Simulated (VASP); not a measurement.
# Ta5Ru (P4/mmm) in VASP: further runs

Runs on Ta5Ru. Level: PBE. Tasks: single point.

All numbers are computed with VASP 6.6.1; they aren't measurements. Logs are shortened: lines on timing, memory, paths and dates and some standing lists are left out, and cuts for length are marked.

## 1. The cell of the first run

The structure is tetragonal, space group P4/mmm (No. 123). Conventional cell: a = 3.240 Å, b = 3.240 Å, c = 9.972 Å, α = 90.00°, β = 90.00°, γ = 90.00°. Ta (site symmetry 4mm) has 13 Ta at 2.85 to 3.39 Å and 1 Ru at 3.29 Å within 3.8 Å. Within 3.7 Å of Ta (site symmetry 4mm) lie 4 Ru at 2.78 Å and 10 Ta at 2.86 to 3.40 Å. Ta (site symmetry 4/mmm) has 14 Ta at 2.85 to 3.40 Å within 3.8 Å. Within 3.7 Å of Ru (site symmetry 4/mmm) lie 10 Ta at 2.78 to 3.29 Å and 4 Ru at 3.24 Å.

## 2. Single point, PBE

Input file INCAR:

```
SYSTEM = Ta5Ru
PREC     = Accurate       ! precision mode
ENCUT    = 520            ! plane-wave cutoff, eV
EDIFF    = 1E-6           ! SCF threshold, eV
ISMEAR   = 0              ! smearing method
SIGMA    = 0.1            ! smearing width, eV
LREAL    = .FALSE.        ! projectors in reciprocal space
LASPH    = .TRUE.         ! aspherical terms in the spheres
NELM     = 80             ! most SCF steps
ALGO     = Normal         ! electronic algorithm
ISIF     = 2              ! what is computed and relaxed
LWAVE    = .FALSE.        ! write WAVECAR
LCHARG   = .FALSE.        ! write CHGCAR
GGA      = PE             ! functional
NBANDS   = 44             ! bands
```

Input file KPOINTS:

```
Automatic mesh
0
G
  6 6 2
  0 0 0
```

Input file POSCAR:

```
Ta5Ru
1.0
    3.2396557000      0.0000000000      0.0000000000
    0.0000000000      3.2396557000      0.0000000000
    0.0000000000      0.0000000000      9.9719352000
Ta Ru
5 1
Direct
    0.0000000000      0.0000000000      0.1698730000
    0.5000000000      0.5000000000      0.3413100000
    0.5000000000      0.5000000000      0.6586900000
    0.0000000000      0.0000000000      0.8301270000
    0.5000000000      0.5000000000      0.0000000000
    0.0000000000      0.0000000000      0.5000000000
```

Potentials or basis: VASP PAW PBE potentials, release 64 (Ta_pv, Ru_pv).

Started as:

```bash
cat potpaw_PBE.64/Ta_pv/POTCAR potpaw_PBE.64/Ru_pv/POTCAR > POTCAR
mpirun -np 1 vasp_std > vasp.out
```

OUTCAR:

```text
SYSTEM = Ta5Ru
   PREC = Accurate
   ENCUT = 520
   EDIFF = 1E-6
   ISMEAR = 0
   LREAL = .FALSE.
   LASPH = .TRUE.
   NELM = 80
   ISIF = 2
   GGA = PE

 ion  position               nearest neighbor table
   1  0.000  0.000  0.170-   5 2.85   5 2.85   5 2.85   5 2.85   2 2.86   2 2.86   2 2.86   2 2.86
                             6 3.29   4 3.39
   2  0.500  0.500  0.341-   6 2.78   6 2.78   6 2.78   6 2.78   1 2.86   1 2.86   1 2.86   1 2.86
                             3 3.16   5 3.40
   3  0.500  0.500  0.659-   6 2.78   6 2.78   6 2.78   6 2.78   4 2.86   4 2.86   4 2.86   4 2.86
                             2 3.16   5 3.40
   4  0.000  0.000  0.830-   5 2.85   5 2.85   5 2.85   5 2.85   3 2.86   3 2.86   3 2.86   3 2.86
                             6 3.29   1 3.39
   5  0.500  0.500  0.000-   1 2.85   4 2.85   1 2.85   4 2.85   1 2.85   4 2.85   1 2.85   4 2.85
                             3 3.40   2 3.40
   6  0.000  0.000  0.500-   2 2.78   3 2.78   2 2.78   3 2.78   2 2.78   3 2.78   2 2.78   3 2.78
                             1 3.29   4 3.29

  LATTYP: Found a simple tetragonal cell.
 ALAT       =     3.2396557000
 C/A-ratio  =     3.0780848718

  Lattice vectors:

 A1 = (   3.2396557000,   0.0000000000,   0.0000000000)
 A2 = (   0.0000000000,   3.2396557000,   0.0000000000)
 A3 = (   0.0000000000,   0.0000000000,   9.9719352000)

Analysis of symmetry for initial positions (statically):
=====================================================================
 Subroutine PRICEL returns:
 Original cell was already a primitive cell.

 Routine SETGRP: Setting up the symmetry group for a
 simple tetragonal supercell.

 Subroutine GETGRP returns: Found 16 space group operations
 (whereof 16 operations were pure point group operations)
 out of a pool of 16 trial point group operations.

The static configuration has the point symmetry D_4h.

Analysis of symmetry for dynamics (positions and initial velocities):
=====================================================================
 Subroutine PRICEL returns:
 Original cell was already a primitive cell.

 Routine SETGRP: Setting up the symmetry group for a
 simple tetragonal supercell.

 Subroutine GETGRP returns: Found 16 space group operations
 (whereof 16 operations were pure point group operations)
 out of a pool of 16 trial point group operations.

The dynamic configuration has the point symmetry D_4h.

 Subroutine INISYM returns: Found 16 space group operations
 (whereof 16 operations are pure point group operations),
 and found     1 'primitive' translations

----------------------------------------------------------------------------------------

                                     Primitive cell

  volume of cell :     104.6591

  direct lattice vectors                    reciprocal lattice vectors
     3.239655700  0.000000000  0.000000000     0.308674777  0.000000000  0.000000000
     0.000000000  3.239655700  0.000000000     0.000000000  0.308674777  0.000000000
     0.000000000  0.000000000  9.971935200     0.000000000  0.000000000  0.100281438

  length of vectors
     3.239655700  3.239655700  9.971935200     0.308674777  0.308674777  0.100281438

  position of ions in fractional coordinates (direct lattice)
     0.000000000  0.000000000  0.169873000
     0.500000000  0.500000000  0.341310000
     0.500000000  0.500000000  0.658690000
     0.000000000  0.000000000  0.830127000
     0.500000000  0.500000000  0.000000000
     0.000000000  0.000000000  0.500000000

  ion indices of the primitive-cell ions
   primitive index   ion index
                 1           1
                 2           2
                 3           3
                 4           4
                 5           5
                 6           6

----------------------------------------------------------------------------------------

 KPOINTS: Automatic mesh

Automatic generation of k-mesh.
 Grid dimensions read from file:
 generate k-points for:    6    6    2

 Generating k-lattice:

  Cartesian coordinates                     Fractional coordinates (reciprocal lattice)
     0.051445796  0.000000000  0.000000000     0.166666667  0.000000000  0.000000000
     0.000000000  0.051445796  0.000000000     0.000000000  0.166666667  0.000000000
     0.000000000  0.000000000  0.050140719     0.000000000  0.000000000  0.500000000

  Length of vectors
     0.051445796  0.051445796  0.050140719

  Shift w.r.t. Gamma in fractional coordinates (k-lattice)
     0.000000000  0.000000000  0.000000000

 Subroutine IBZKPT returns following result:
 ===========================================

 Found     20 irreducible k-points:

 Following reciprocal coordinates:
            Coordinates               Weight
  0.000000  0.000000  0.000000      1.000000
  0.166667  0.000000  0.000000      4.000000
  0.333333  0.000000  0.000000      4.000000
  0.500000  0.000000  0.000000      2.000000
  0.166667  0.166667  0.000000      4.000000
  0.333333  0.166667  0.000000      8.000000
[... 12 lines left out ...]
  0.500000  0.333333  0.500000      4.000000
  0.500000  0.500000  0.500000      1.000000
   k-points           NKPTS =     20   k-points in BZ     NKDIM =     20   number of bands    NBANDS=     44
   number of dos      NEDOS =    301   number of ions     NIONS =      6
   total plane-waves  NPLWV =  46080
   dimension x,y,z NGX =    24 NGY =   24 NGZ =   80
   dimension x,y,z NGXF=    48 NGYF=   48 NGZF=  160
   ions per type =               5   1
   NGX,Y,Z   is equivalent  to a cutoff of  12.32, 12.32, 13.34 a.u.
   NGXF,Y,Z  is equivalent  to a cutoff of  24.63, 24.63, 26.67 a.u.
 SYSTEM =  Ta5Ru
   PREC   = accura    normal or accurate (medium, high low for compatibility)
   ISTART =      0    job   : 0-new  1-cont  2-samecut
   ICHARG =      2    charge: 1-file 2-atom 10-const
   ISPIN  =      1    spin polarized calculation?
   LNONCOLLINEAR =      F non collinear calculations
   LSORBIT =      F    spin-orbit coupling
   LASPH  =      T    aspherical Exc in radial PAW
   ENCUT  =  520.0 eV  38.22 Ry    6.18 a.u.   6.02  6.02 18.54*2*pi/ulx,y,z
   NELM   =     80;   NELMIN=  2; NELMDL= -5     # of ELM steps
   EDIFF  = 0.1E-05   stopping-criterion for ELM
   LREAL  =      F    real-space projection
   EDIFFG = 0.1E-04   stopping-criterion for IOM
   NSW    =      0    number of steps for IOM
   IBRION =     -1    ionic relax: 0-MD 1-quasi-New 2-CG
   NFREE  =      0    steps in history (QN), initial steepest desc. (CG)
   ISIF   =      2    stress and relaxation
   ISYM   =      2    0-nonsym 1-usesym 2-fastsym
   POTIM  = 0.5000    time-step for ionic-motion
   TEBEG  =    0.0;   TEEND  =   0.0 temperature during run
   PSTRESS=    0.0 pullay stress
   NELECT =      69.0000    total number of electrons
   NUPDOWN=      -1.0000    fix difference up-down
   EMIN   =  10.00;   EMAX   =-10.00  energy-range for DOS
   EFERMI =   0.00;   METHOD = LEGACY
   ISMEAR =     0;   SIGMA  =   0.10  broadening in eV -4-tet -1-fermi 0-gaus
   EFERMI_NEDOS =   21; number of points for ismear=-14 and -15
   IALGO  =     38    algorithm
   IMIX   =      4    mixing-type and parameters
     AMIX     =   0.40;   BMIX     =  1.00
     AMIX_MAG =   1.60;   BMIX_MAG =  1.00
  volume/ion in A,a.u.               =      17.44       117.71
  Fermi-wavevector in a.u.,A,eV,Ry     =   1.424838  2.692553 27.622047  2.030163
  Thomas-Fermi vector in A             =   2.545286
   LORBIT       =      0    0 simple, 1 ext, 2 COOP (PROOUT), +10 PAW based schemes
   GGA     = PE    functional components
   LHFCALC =     F    Hartree Fock is set to
   AEXX    =    0.0000 exact exchange contribution
   IVDW    =     0    specifies the selected vdW correction
   LEPSILON=     F    determine dielectric tensor
   LRPA    =     F    only Hartree local field effects (RPA)
 non-spin polarized calculation
 Gauss-broadening in eV      SIGMA  =   0.10
  energy-cutoff  :      520.00
  volume of cell :      104.66
 maximum number of plane-waves:      2856
   NGX = 13   NGY = 13   NGZ = 37

 number of electron      69.0000011 magnetization

 Free energy of the ion-electron system (eV)
  ---------------------------------------------------
  ext. energy  EPLUGINS =         0.00000000
  ---------------------------------------------------
  free energy    TOTEN  =       -69.40962931 eV

  energy without entropy =      -69.38554781  energy(sigma->0) =      -69.39758856

 E-fermi :   6.6062     XC(G=0): -12.7696

 val. band max:        6.6007647564   @ k =   0.3333   0.0000   0.0000
 cond. band min:       6.6090640539   @ k =   0.1667   0.1667   0.0000
 fundamental gap:      0.0082992974
 Fermi energy:         6.6062342664

 k-point     1 :       0.0000    0.0000    0.0000
  band No.  band energies     occupation
      1     -36.2861      2.00000
      2     -36.2661      2.00000
      3     -36.2661      2.00000
      4     -27.9323      2.00000
      5     -27.7764      2.00000
      6     -27.7005      2.00000
[... 36 lines left out ...]
     43       9.0307      0.00000
     44       9.5746      0.00000

 k-point     2 :       0.1667    0.0000    0.0000
  band No.  band energies     occupation
      1     -36.2876      2.00000
      2     -36.2854      2.00000
      3     -36.2633      2.00000
      4     -27.9360      2.00000
      5     -27.7922      2.00000
      6     -27.7820      2.00000
[... 36 lines left out ...]
     43       9.3230      0.00000
     44       9.6342      0.00000

 k-point     3 :       0.3333    0.0000    0.0000
  band No.  band energies     occupation
      1     -36.3303      2.00000
      2     -36.2841      2.00000
      3     -36.2577      2.00000
      4     -27.9521      2.00000
      5     -27.9341      2.00000
      6     -27.9118      2.00000
[... 36 lines left out ...]
     43       9.4029      0.00000
     44       9.6232      0.00000

 k-point     4 :       0.5000    0.0000    0.0000
  band No.  band energies     occupation
      1     -36.3515      2.00000
      2     -36.2835      2.00000
      3     -36.2549      2.00000
      4     -28.0246      2.00000
      5     -27.9623      2.00000
      6     -27.9397      2.00000
[... 694 lines left out ...]
     43      10.6295      0.00000
     44      10.9130      0.00000

 k-point    19 :       0.5000    0.3333    0.5000
  band No.  band energies     occupation
      1     -36.3465      2.00000
      2     -36.3226      2.00000
      3     -36.2723      2.00000
      4     -27.9641      2.00000
      5     -27.9617      2.00000
      6     -27.9348      2.00000
[... 36 lines left out ...]
     43      10.8132      0.00000
     44      11.1098      0.00000

 k-point    20 :       0.5000    0.5000    0.5000
  band No.  band energies     occupation
      1     -36.3449      2.00000
      2     -36.3449      2.00000
      3     -36.2686      2.00000
      4     -27.9851      2.00000
      5     -27.9851      2.00000
      6     -27.9566      2.00000
[... 36 lines left out ...]
     43      11.1879      0.00000
     44      11.3091      0.00000

------------------------ aborting loop because EDIFF is reached ----------------------------------------

  FORCE on cell =-STRESS in cart. coord.  units (eV):
  Direction    XX          YY          ZZ          XY          YZ          ZX
  --------------------------------------------------------------------------------------
  -------------------------------------------------------------------------------------
  Total        0.5497519      0.5497519      0.0011404      0.0000000     -0.0000000     -0.0000000
  in kB        8.4158917      8.4158917      0.0174575      0.0000000     -0.0000000     -0.0000000
  external PRESSURE =       5.6164136 kB  Pullay stress =       0.0000000 kB

 VOLUME and BASIS-vectors are now :
 -----------------------------------------------------------------------------
  energy-cutoff  :      520.00
  volume of cell :      104.66
      direct lattice vectors                 reciprocal lattice vectors
     3.239655700  0.000000000  0.000000000     0.308674777  0.000000000  0.000000000
     0.000000000  3.239655700  0.000000000     0.000000000  0.308674777  0.000000000
     0.000000000  0.000000000  9.971935200     0.000000000  0.000000000  0.100281438

 POSITION                                       TOTAL-FORCE (eV/Angst)
 -----------------------------------------------------------------------------------
      0.00000      0.00000      1.69396         0.000000      0.000000     -0.026626
      1.61983      1.61983      3.40352         0.000000     -0.000000      0.042571
      1.61983      1.61983      6.56841         0.000000      0.000000     -0.042571
      0.00000      0.00000      8.27797         0.000000     -0.000000      0.026626
      1.61983      1.61983      0.00000         0.000000      0.000000      0.000000
      0.00000      0.00000      4.98597         0.000000      0.000000      0.000000
 -----------------------------------------------------------------------------------
    total drift:                                0.000000     -0.000000     -0.000000

  FREE ENERGIE OF THE ION-ELECTRON SYSTEM (eV)
  ---------------------------------------------------
  free  energy   TOTEN  =       -69.4096293092 eV

  energy  without entropy=      -69.3855478087  energy(sigma->0) =      -69.39758856
```

Run time: 75 s. Hardware: 1 thread of Intel Xeon Platinum 8488C (Sapphire Rapids), shared host; peak memory 0.24 GiB.

What came out:

* Free energy: -69.4096 eV
* Pressure: 0.6 GPa
* Largest force: 0.043 eV/Å
* Band gap on the k mesh: zero (an odd number of electrons rules out a gap without spin polarisation)

Forces on the atoms (eV/Å):
```
Ta   0.000  0.000 -0.027
Ta   0.000  0.000  0.043
Ta   0.000  0.000 -0.043
Ta   0.000  0.000  0.027
Ta   0.000  0.000  0.000
Ru   0.000  0.000  0.000
```

Stress tensor (GPa, compression positive):
```
0.84 0.00 0.00
0.00 0.84 0.00
0.00 0.00 0.00
```

Caveat: spin-orbit coupling is left out, which moves the levels of the heavy elements.

## 3. Single point, PBE

Edit INCAR of step 2 so:

```diff
@@ -9,7 +9,9 @@
 NELM     = 80             ! most SCF steps
-ALGO     = Normal         ! electronic algorithm
+ALGO     = Fast           ! electronic algorithm
 ISIF     = 2              ! what is computed and relaxed
 LWAVE    = .FALSE.        ! write WAVECAR
-LCHARG   = .FALSE.        ! write CHGCAR
+LCHARG   = .TRUE.         ! write CHGCAR
 GGA      = PE             ! functional
+LELF     = .TRUE.         ! ELF
+LVHAR    = .TRUE.       
 NBANDS   = 44             ! bands
```

Input file KPOINTS:

```
Automatic mesh
0
G
  12 12 4
  0 0 0
```

POSCAR is that of step 2.

Potentials or basis: VASP PAW PBE potentials, release 64 (Ta_pv, Ru_pv).

Started as:

```bash
cat potpaw_PBE.64/Ta_pv/POTCAR potpaw_PBE.64/Ru_pv/POTCAR > POTCAR
mpirun -np 1 vasp_std > vasp.out
```

OUTCAR:

```text
SYSTEM = Ta5Ru
   PREC = Accurate
   ENCUT = 520
   EDIFF = 1E-6
   ISMEAR = 0
   LREAL = .FALSE.
   LASPH = .TRUE.
   NELM = 80
   ISIF = 2
   GGA = PE

 ion  position               nearest neighbor table
   1  0.000  0.000  0.170-   5 2.85   5 2.85   5 2.85   5 2.85   2 2.86   2 2.86   2 2.86   2 2.86
                             6 3.29   4 3.39
   2  0.500  0.500  0.341-   6 2.78   6 2.78   6 2.78   6 2.78   1 2.86   1 2.86   1 2.86   1 2.86
                             3 3.16   5 3.40
   3  0.500  0.500  0.659-   6 2.78   6 2.78   6 2.78   6 2.78   4 2.86   4 2.86   4 2.86   4 2.86
                             2 3.16   5 3.40
   4  0.000  0.000  0.830-   5 2.85   5 2.85   5 2.85   5 2.85   3 2.86   3 2.86   3 2.86   3 2.86
                             6 3.29   1 3.39
   5  0.500  0.500  0.000-   1 2.85   4 2.85   1 2.85   4 2.85   1 2.85   4 2.85   1 2.85   4 2.85
                             3 3.40   2 3.40
   6  0.000  0.000  0.500-   2 2.78   3 2.78   2 2.78   3 2.78   2 2.78   3 2.78   2 2.78   3 2.78
                             1 3.29   4 3.29

  LATTYP: Found a simple tetragonal cell.
 ALAT       =     3.2396557000
 C/A-ratio  =     3.0780848718

  Lattice vectors:

[... 191 lines left out ...]
 fundamental gap:      0.0134270503
 Fermi energy:         6.5691780958

 k-point     1 :       0.0000    0.0000    0.0000
  band No.  band energies     occupation
      1     -36.2575      2.00000
      2     -36.2563      2.00000
      3     -36.2563      2.00000
      4     -27.9210      2.00000
      5     -27.7650      2.00000
      6     -27.6872      2.00000
[... 1117 lines left out ...]
     43      10.8389      0.00000
     44      10.8582      0.00000

 [... further k-points ...]

------------------------ aborting loop because EDIFF is reached ----------------------------------------

  FORCE on cell =-STRESS in cart. coord.  units (eV):
  Direction    XX          YY          ZZ          XY          YZ          ZX
  --------------------------------------------------------------------------------------
  -------------------------------------------------------------------------------------
  Total        0.0541233      0.0541233      0.0603927      0.0000000      0.0000000     -0.0000000
  in kB        0.8285486      0.8285486      0.9245240      0.0000000      0.0000000     -0.0000000
  external PRESSURE =       0.8605404 kB  Pullay stress =       0.0000000 kB

 VOLUME and BASIS-vectors are now :
 -----------------------------------------------------------------------------
  energy-cutoff  :      520.00
  volume of cell :      104.66
      direct lattice vectors                 reciprocal lattice vectors
     3.239655700  0.000000000  0.000000000     0.308674777  0.000000000  0.000000000
     0.000000000  3.239655700  0.000000000     0.000000000  0.308674777  0.000000000
     0.000000000  0.000000000  9.971935200     0.000000000  0.000000000  0.100281438

 POSITION                                       TOTAL-FORCE (eV/Angst)
 -----------------------------------------------------------------------------------
      0.00000      0.00000      1.69396         0.000000      0.000000      0.001464
      1.61983      1.61983      3.40352        -0.000000     -0.000000     -0.001583
      1.61983      1.61983      6.56841        -0.000000      0.000000      0.001583
      0.00000      0.00000      8.27797        -0.000000     -0.000000     -0.001464
      1.61983      1.61983      0.00000        -0.000000     -0.000000      0.000000
      0.00000      0.00000      4.98597        -0.000000     -0.000000      0.000000
 -----------------------------------------------------------------------------------
    total drift:                                0.000000     -0.000000     -0.000000

  FREE ENERGIE OF THE ION-ELECTRON SYSTEM (eV)
  ---------------------------------------------------
  free  energy   TOTEN  =       -69.4116865872 eV

  energy  without entropy=      -69.3874456465  energy(sigma->0) =      -69.39956612
```

It took 6.2 min on 1 thread of Intel Xeon Platinum 8488C (Sapphire Rapids), shared host; peak memory 0.42 GiB.

Results:

```yaml
Free_energy: -69.4117 eV
Pressure: 0.1 GPa
Band_gap_on_the_k_mesh: zero (an odd number of electrons rules out a gap without spin polarisation)
```

Caveat: spin-orbit coupling is left out, which moves the levels of the heavy elements.

(Part 1 of 2 ends here.)
